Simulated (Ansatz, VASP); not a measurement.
**W in VASP and in Ansatz**

File INCAR:

```
PREC = Accurate ; ENCUT = 600
EDIFF = 1E-6 ; ISMEAR = -1
SIGMA = 0.05 ; LREAL = F
LASPH = T ; NELM = 80
ALGO = Normal ; ISIF = 3
LWAVE = F ; LCHARG = F
GGA = PE ; IBRION = 2
NSW = 100 ; EDIFFG = -0.005
```

Contents of KPOINTS:

```
Automatic mesh
0
Gamma
  16 16 16
```

POSCAR

```
W
1.0
    0.0000000000      1.9721583997      1.9721583997
    1.9721583997      0.0000000000      1.9721583997
    1.9721583997      1.9721583997      0.0000000000
W
1
Direct
    0.0000000000      0.0000000000      0.0000000000
```

Input for Ansatz:

```yaml
crystal:
  lattice:
    - [0.0, 1.9721583997, 1.9721583997]
    - [1.9721583997, 0.0, 1.9721583997]
    - [1.9721583997, 1.9721583997, 0.0]
  atoms:
    - { symbol: W, position: [0.0, 0.0, 0.0] }
kpoints:
  mp_grid: { grid: [16, 16, 16] }
scf:
  occupations: { method: fermi_dirac, width: 0.05 }
hamiltonian:
  xc: pbe
  pseudopotentials: { kind: paw }
output:
  forces: true
  stress: true
relax:
  f_tol: 0.005
  max_steps: 80
  cell: {}
```

Alike in both runs: task relaxation of cell and atoms; functional PBE; k mesh 16 × 16 × 16; occupations fermi-dirac, width 0.05 eV; no spin polarisation.

```csv
,VASP,Ansatz
version,VASP 6.6.1,Ansatz 0.2.0
potentials or method,"VASP PAW PBE potentials, release 64 (W_sv)","PAW with Ansatz's default frozen-core files, scalar-relativistic"
plane-wave cutoff (eV),600,420
valence electrons in the cell,14,14
```

|  | VASP | Ansatz | Ansatz less VASP |
| --- | --- | --- | --- |
| relaxed volume (Å³/atom) | 16.47 | 16.44 | -0.032 |
| relaxed cell length with the largest relative difference (Å) | 2.856 | 2.854 | -0.0019 |

Neither program's run includes spin-orbit coupling.
